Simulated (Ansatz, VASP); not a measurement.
# B2Pt: VASP beside Ansatz

```xyz
3
Lattice="3.0451 0.0000 0.0000 -1.5226 2.6371 0.0000 0.0000 0.0000 3.2879" Properties=species:S:1:pos:R:3 pbc="T T T"
B     0.0000    1.7581    1.6440
B     1.5226    0.8790    1.6440
Pt    0.0000    0.0000    0.0000
```

Alike in both runs: task relaxation of cell and atoms; functional PBE; k mesh 6 × 6 × 6; occupations gaussian, width 0.1 eV; no spin polarisation.

```csv
,VASP,Ansatz
version,VASP 6.6.1,Ansatz 0.2.0
potentials or method,"VASP PAW PBE potentials, release 64 (B, Pt), cutoff 600 eV","scalar-relativistic, plane waves, PAW"
valence electrons in the cell,16,24
```

|  | VASP | Ansatz | Ansatz less VASP |
| --- | --- | --- | --- |
| gap on the k mesh at the Fermi level, each at its own relaxed structure (eV) | none | none | - |
| relaxed volume (Å³/atom) | 9.82 | 9.80 | -0.014 |
| relaxed cell length with the largest relative difference (Å) | 3.659 | 3.642 | -0.0168 |

A gap of «none» marks a metal or a gap that the smearing closes. VASP's potentials hold 16 valence electrons a cell and Ansatz's 24, so a difference there can come from the potentials and not from the codes.

The k mesh is coarse, so the values compare programs but aren't converged. Neither program's run includes spin-orbit coupling.
